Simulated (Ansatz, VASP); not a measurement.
## One calculation of BeF, two programs

```
Be F
1.0
     1.25776    0.72617    6.50812
    -1.25776    0.72617    6.50812
     0.00000   -1.45234    6.50812
Be F
2 2
Direct
  0.38253 0.38253 0.38253
  0.61747 0.61747 0.61747
  0.76319 0.76319 0.76319
  0.23681 0.23681 0.23681
```

Alike in both runs: functional PBE; dispersion D3(BJ); k mesh 24 × 24 × 24; occupations gaussian, width 0.1 eV; no spin polarisation.

Ansatz relaxed the structure, and its values are those at the end. VASP's run is a single point on that final structure, the one shown.

|  | VASP | Ansatz |
| --- | --- | --- |
| version | VASP 6.6.1 | Ansatz 0.2.0 |
| potentials or method | VASP PAW PBE potentials, release 64 (Be, F), cutoff 520 eV | scalar-relativistic, plane waves, PAW |
| valence electrons in the cell | 18 | 18 |

|  | VASP | Ansatz | Ansatz less VASP |
| --- | --- | --- | --- |
| gap on the k mesh at the Fermi level (eV) | none | none | - |
| pressure (GPa) | 0.1 | 0.0 | -0.14 |
| rms of the force components (eV/Å) | 0.010 | 0.000 | -0.0102 |

A gap of «none» marks a metal or a gap that the smearing closes.
